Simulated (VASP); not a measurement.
TiO2:

```xyz
9
Lattice="2.9683 0.0000 0.0000 0.0002 4.7076 0.0000 1.4836 0.2424 7.0835" Properties=species:S:1:pos:R:3 pbc="T T T"
Ti    0.0111    0.0020    0.0050
Ti    1.4933    2.3377    2.2452
Ti    2.9797    2.6161    4.8486
O     1.4969    0.9041    0.9105
O     2.9795    1.5111    3.2009
O     1.4967    1.6498    5.7110
O     2.9804    3.3042    1.3825
O     1.4963    3.4427    3.8925
O     2.9811    4.0496    6.1826
```

Base run:

```yaml
Program: VASP 6.6.1
Functional: PBE
Potentials_or_basis: VASP PAW PBE potentials, release 64 (Ti_sv, O)
Cutoff: 520 eV
k_mesh: 9 × 6 × 4
Occupations: fermi-dirac, width 0.05 eV
Spin: no spin polarisation
```

Its results: band gap on the k mesh 2.24 eV (least direct gap 2.30 eV); pressure 4.4 GPa; largest force 0.183 eV/Å.

**Question.** The run is repeated on the same cell with these changes: further incar settings from ALGO = Normal; EDIFF = 1e-07; NBANDS = 46 to ALGO = Normal; EDIFF = 1e-06; NBANDS = 46; dispersion from none to D3(BJ). What comes out?

**Answer.** Band gap on the k mesh 2.24 eV (least direct gap 2.30 eV); pressure 0.8 GPa; largest force 0.199 eV/Å.

Caveats: the cell stands under pressure (at least some runs); three body term missing (at least some runs).

A k mesh can miss the band edges.
